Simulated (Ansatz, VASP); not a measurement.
**HfC: VASP beside Ansatz**

```
Hf C
1.0
     0.00000    2.32500    2.32500
     2.32500    0.00000    2.32500
     2.32500    2.32500    0.00000
Hf C
1 1
Direct
  0.50000 0.50000 0.50000
  0.00000 0.00000 0.00000
```

Alike in both runs: task single point; functional PBE-based screened hybrid with a share of 0.35 of exact exchange and HFSCREEN = 0.5; k mesh 6 × 6 × 6; occupations gaussian, width 0.05 eV; no spin polarisation.

```csv
,VASP,Ansatz
version,VASP 6.6.1,Ansatz 0.2.0
potentials or method,"VASP PAW PBE potentials, release 64 (Hf_pv, C), cutoff 520 eV","scalar-relativistic, plane waves, PAW"
valence electrons in the cell,14,30
```

```csv
,VASP,Ansatz,Ansatz less VASP
gap on the k mesh at the Fermi level (eV),none,none,-
pressure (GPa),-4.5,-1.1,+3.46
```

VASP's potentials were made for PBE, not for PBE-based screened hybrid. A gap of «none» marks a metal or a gap that the smearing closes. VASP's potentials hold 14 valence electrons a cell and Ansatz's 30, so a difference there can come from the potentials and not from the codes. Ansatz's warnings: filled band counts differ across k points, stress exchange threshold loose, stress scf threshold loose.

The k mesh is coarse, so the values compare programs but aren't converged. Neither program's run includes spin-orbit coupling.
